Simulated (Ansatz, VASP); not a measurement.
CaO: VASP beside Ansatz

```
Ca O
1.0
     0.00000    2.40356    2.40356
     2.40356    0.00000    2.40356
     2.40356    2.40356    0.00000
Ca O
1 1
Direct
  0.00000 0.00000 0.00000
  0.50000 0.50000 0.50000
```

Alike in both runs: task single point; functional PBE; k mesh 10 × 10 × 10; occupations gaussian, width 0.011 eV; no spin polarisation.

```csv
,VASP,Ansatz
version,VASP 6.6.1,Ansatz 0.2.0
potentials or method,"VASP PAW PBE potentials, release 64 (Ca_sv, O), cutoff 520 eV","all-electron LAPW, scalar-relativistic"
```

|  | VASP | Ansatz | Ansatz less VASP |
| --- | --- | --- | --- |
| gap on the k mesh at the Fermi level (eV) | 3.64 | 3.65 | +0.016 |
| least direct gap on the mesh (eV) | 4.01 | 4.03 | +0.015 |
| pressure (GPa) | 2.2 | 1.6 | -0.60 |

Ansatz ran all-electron here, and VASP with PAW potentials.
